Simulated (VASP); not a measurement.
# SnTe (Fm-3m) in VASP: notebook, part 2 of 2

VASP 6.6.1.

## Step 3: Single point, PBEsol

INCAR

```
SYSTEM = SnTe
PREC = Accurate
ENCUT = 500
EDIFF = 1E-6
ISMEAR = 0
SIGMA = 0.01
LREAL = .False.
LASPH = .True.
NELM = 120
ALGO = Normal
ISIF = 2
LWAVE = .False.
LCHARG = .False.
GGA = PS
NBANDS = 17
GGA_COMPAT = .False.
```

KPOINTS

```
Automatic mesh
0
Gamma
  8 8 8
  0 0 0
```

POSCAR

```
SnTe
1.0
    0.0000000000      3.1600000000      3.1600000000
    3.1600000000      0.0000000000      3.1600000000
    3.1600000000      3.1600000000      0.0000000000
Sn Te
1 1
Direct
    0.0000000000      0.0000000000      0.0000000000
    0.5000000000      0.5000000000      0.5000000000
```

Potentials or basis: VASP PAW PBE potentials, release 64 (Sn_d, Te).

Started as:

```
$ cat potpaw_PBE.64/Sn_d/POTCAR potpaw_PBE.64/Te/POTCAR > POTCAR
$ mpirun -np 1 vasp_std > vasp.out
```

OUTCAR:

```text
SYSTEM = SnTe
   PREC = Accurate
   ENCUT = 500
   EDIFF = 1E-6
   ISMEAR = 0
   LREAL = .False.
   LASPH = .True.
   NELM = 120
   ISIF = 2
   GGA = PS

 ion  position               nearest neighbor table
   1  0.000  0.000  0.000-   2 3.16   2 3.16   2 3.16   2 3.16   2 3.16   2 3.16
   2  0.500  0.500  0.500-   1 3.16   1 3.16   1 3.16   1 3.16   1 3.16   1 3.16

  LATTYP: Found a face centered cubic cell.
 ALAT       =     6.3200000000

  Lattice vectors:

 A1 = (   0.0000000000,   3.1600000000,   3.1600000000)
 A2 = (   3.1600000000,   0.0000000000,   3.1600000000)
 A3 = (   3.1600000000,   3.1600000000,   0.0000000000)

Analysis of symmetry for initial positions (statically):
=====================================================================
 Subroutine PRICEL returns:
 Original cell was already a primitive cell.

 Routine SETGRP: Setting up the symmetry group for a
 face centered cubic supercell.

 Subroutine GETGRP returns: Found 48 space group operations
 (whereof 48 operations were pure point group operations)
 out of a pool of 48 trial point group operations.

The static configuration has the point symmetry O_h .

Analysis of symmetry for dynamics (positions and initial velocities):
=====================================================================
 Subroutine PRICEL returns:
 Original cell was already a primitive cell.

 Routine SETGRP: Setting up the symmetry group for a
 face centered cubic supercell.

 Subroutine GETGRP returns: Found 48 space group operations
 (whereof 48 operations were pure point group operations)
 out of a pool of 48 trial point group operations.

The dynamic configuration has the point symmetry O_h .

 Subroutine INISYM returns: Found 48 space group operations
 (whereof 48 operations are pure point group operations),
 and found     1 'primitive' translations

----------------------------------------------------------------------------------------

                                     Primitive cell

  volume of cell :      63.1090

  direct lattice vectors                    reciprocal lattice vectors
     0.000000000  3.160000000  3.160000000    -0.158227848  0.158227848  0.158227848
     3.160000000  0.000000000  3.160000000     0.158227848 -0.158227848  0.158227848
     3.160000000  3.160000000  0.000000000     0.158227848  0.158227848 -0.158227848

  length of vectors
     4.468914857  4.468914857  4.468914857     0.274058672  0.274058672  0.274058672

  position of ions in fractional coordinates (direct lattice)
     0.000000000  0.000000000  0.000000000
     0.500000000  0.500000000  0.500000000

  ion indices of the primitive-cell ions
   primitive index   ion index
                 1           1
                 2           2

----------------------------------------------------------------------------------------

 KPOINTS: Automatic mesh

Automatic generation of k-mesh.
 Grid dimensions read from file:
 generate k-points for:    8    8    8

 Generating k-lattice:

  Cartesian coordinates                     Fractional coordinates (reciprocal lattice)
    -0.019778481  0.019778481  0.019778481     0.125000000  0.000000000  0.000000000
     0.019778481 -0.019778481  0.019778481     0.000000000  0.125000000  0.000000000
     0.019778481  0.019778481 -0.019778481     0.000000000  0.000000000  0.125000000

  Length of vectors
     0.034257334  0.034257334  0.034257334

  Shift w.r.t. Gamma in fractional coordinates (k-lattice)
     0.000000000  0.000000000  0.000000000

 Subroutine IBZKPT returns following result:
 ===========================================

 Found     29 irreducible k-points:

 Following reciprocal coordinates:
            Coordinates               Weight
  0.000000  0.000000  0.000000      1.000000
  0.125000  0.000000  0.000000      8.000000
  0.250000  0.000000  0.000000      8.000000
  0.375000  0.000000  0.000000      8.000000
  0.500000  0.000000  0.000000      4.000000
  0.125000  0.125000  0.000000      6.000000
[... 16 lines left out ...]
  0.500000  0.250000  0.125000     48.000000
 -0.375000  0.250000  0.125000     24.000000
 [... further k-points ...]
   k-points           NKPTS =     29   k-points in BZ     NKDIM =     29   number of bands    NBANDS=     17
   number of dos      NEDOS =    301   number of ions     NIONS =      2
   total plane-waves  NPLWV =  46656
   dimension x,y,z NGX =    36 NGY =   36 NGZ =   36
   dimension x,y,z NGXF=    72 NGYF=   72 NGZF=   72
   ions per type =               1   1
   NGX,Y,Z   is equivalent  to a cutoff of  13.39, 13.39, 13.39 a.u.
   NGXF,Y,Z  is equivalent  to a cutoff of  26.78, 26.78, 26.78 a.u.
 SYSTEM =  SnTe
   PREC   = accura    normal or accurate (medium, high low for compatibility)
   ISTART =      0    job   : 0-new  1-cont  2-samecut
   ICHARG =      2    charge: 1-file 2-atom 10-const
   ISPIN  =      1    spin polarized calculation?
   LNONCOLLINEAR =      F non collinear calculations
   LSORBIT =      F    spin-orbit coupling
   LASPH  =      T    aspherical Exc in radial PAW
   ENCUT  =  500.0 eV  36.75 Ry    6.06 a.u.   8.15  8.15  8.15*2*pi/ulx,y,z
   NELM   =    120;   NELMIN=  2; NELMDL= -5     # of ELM steps
   EDIFF  = 0.1E-05   stopping-criterion for ELM
   LREAL  =      F    real-space projection
   EDIFFG = 0.1E-04   stopping-criterion for IOM
   NSW    =      0    number of steps for IOM
   IBRION =     -1    ionic relax: 0-MD 1-quasi-New 2-CG
   NFREE  =      0    steps in history (QN), initial steepest desc. (CG)
   ISIF   =      2    stress and relaxation
   ISYM   =      2    0-nonsym 1-usesym 2-fastsym
   POTIM  = 0.5000    time-step for ionic-motion
   TEBEG  =    0.0;   TEEND  =   0.0 temperature during run
   PSTRESS=    0.0 pullay stress
   NELECT =      20.0000    total number of electrons
   NUPDOWN=      -1.0000    fix difference up-down
   EMIN   =  10.00;   EMAX   =-10.00  energy-range for DOS
   EFERMI =   0.00;   METHOD = LEGACY
   ISMEAR =     0;   SIGMA  =   0.01  broadening in eV -4-tet -1-fermi 0-gaus
   EFERMI_NEDOS =   21; number of points for ismear=-14 and -15
   IALGO  =     38    algorithm
   IMIX   =      4    mixing-type and parameters
     AMIX     =   0.40;   BMIX     =  1.00
     AMIX_MAG =   1.60;   BMIX_MAG =  1.00
  volume/ion in A,a.u.               =      31.55       212.94
  Fermi-wavevector in a.u.,A,eV,Ry     =   1.116146  2.109210 16.949897  1.245782
  Thomas-Fermi vector in A             =   2.252757
   LORBIT       =      0    0 simple, 1 ext, 2 COOP (PROOUT), +10 PAW based schemes
   GGA     = PS    functional components
   LHFCALC =     F    Hartree Fock is set to
   AEXX    =    0.0000 exact exchange contribution
   IVDW    =     0    specifies the selected vdW correction
   LEPSILON=     F    determine dielectric tensor
   LRPA    =     F    only Hartree local field effects (RPA)
 non-spin polarized calculation
 Gauss-broadening in eV      SIGMA  =   0.01
  energy-cutoff  :      500.00
  volume of cell :       63.11
 maximum number of plane-waves:      1639
 NGX is ok and might be reduce to    36
   NGX = 17   NGY = 17   NGZ = 17

 number of electron      19.9999999 magnetization

 Free energy of the ion-electron system (eV)
  ---------------------------------------------------
  ext. energy  EPLUGINS =         0.00000000
  ---------------------------------------------------
  free energy    TOTEN  =        -8.33600873 eV

  energy without entropy =       -8.33600873  energy(sigma->0) =       -8.33600873

 E-fermi :   6.6969     XC(G=0):  -9.6156

 val. band max:        6.6490582985   @ k =   0.5000   0.0000   0.0000
 cond. band min:       6.7657092220   @ k =   0.5000   0.0000   0.0000
 fundamental gap:      0.1166509235
 Fermi energy:         6.6968840973

 k-point     1 :       0.0000    0.0000    0.0000
  band No.  band energies     occupation
      1     -15.0879      2.00000
      2     -15.0879      2.00000
      3     -15.0814      2.00000
      4     -15.0814      2.00000
      5     -15.0814      2.00000
      6      -6.0605      2.00000
[... 9 lines left out ...]
     16      11.4261      0.00000
     17      13.4046      0.00000
[... 441 lines left out ...]
 k-point    24 :      -0.3750    0.2500    0.1250
  band No.  band energies     occupation
      1     -15.0962      2.00000
      2     -15.0903      2.00000
      3     -15.0785      2.00000
      4     -15.0764      2.00000
      5     -15.0733      2.00000
      6      -4.6163      2.00000
[... 9 lines left out ...]
     16      16.0540      0.00000
     17      16.1157      0.00000

 [... further k-points ...]

------------------------ aborting loop because EDIFF is reached ----------------------------------------

  FORCE on cell =-STRESS in cart. coord.  units (eV):
  Direction    XX          YY          ZZ          XY          YZ          ZX
  --------------------------------------------------------------------------------------
  -------------------------------------------------------------------------------------
  Total       -0.2809025     -0.2809025     -0.2809025      0.0000000      0.0000000     -0.0000000
  in kB       -7.1314014     -7.1314014     -7.1314014      0.0000000      0.0000000     -0.0000000
  external PRESSURE =      -7.1314014 kB  Pullay stress =       0.0000000 kB

 VOLUME and BASIS-vectors are now :
 -----------------------------------------------------------------------------
  energy-cutoff  :      500.00
  volume of cell :       63.11
      direct lattice vectors                 reciprocal lattice vectors
     0.000000000  3.160000000  3.160000000    -0.158227848  0.158227848  0.158227848
     3.160000000  0.000000000  3.160000000     0.158227848 -0.158227848  0.158227848
     3.160000000  3.160000000  0.000000000     0.158227848  0.158227848 -0.158227848

 POSITION                                       TOTAL-FORCE (eV/Angst)
 -----------------------------------------------------------------------------------
      0.00000      0.00000      0.00000        -0.000000      0.000000     -0.000000
      3.16000      3.16000      3.16000         0.000000      0.000000      0.000000
 -----------------------------------------------------------------------------------
    total drift:                               -0.000000      0.000000      0.000000

  FREE ENERGIE OF THE ION-ELECTRON SYSTEM (eV)
  ---------------------------------------------------
  free  energy   TOTEN  =        -8.3360087302 eV

  energy  without entropy=       -8.3360087302  energy(sigma->0) =       -8.33600873
```

It took 16 s on 1 thread of Intel Xeon 6975P-C (Granite Rapids), shared host; peak memory 0.21 GiB.

What came out:

```yaml
Free_energy: -8.3360 eV
Pressure: -0.7 GPa
Band_gap_on_the_k_mesh: 0.12 eV
```

Levels at points of the mesh, in eV from the valence-band top:
| k point | band 7 | band 8 | band 9 | band 10 | band 11 | band 12 | band 13 | band 14 |
| --- | --- | --- | --- | --- | --- | --- | --- | --- |
| (0.00, 0.00, 0.00) | -4.70 | -2.06 | -2.06 | -2.06 | 3.36 | 3.36 | 3.36 | 4.78 |
| (0.50, 0.00, 0.00) | -8.27 | -1.73 | -1.73 | 0.00 | 0.12 | 0.41 | 0.41 | 7.71 |
| (0.50, 0.50, 0.00) | -6.44 | -5.49 | -3.66 | -3.66 | 2.18 | 4.92 | 4.92 | 6.35 |

Caveat: the PAW data sets were made with another functional, which shifts forces and pressure a little; spin-orbit coupling is left out, which moves the levels of the heavy elements.
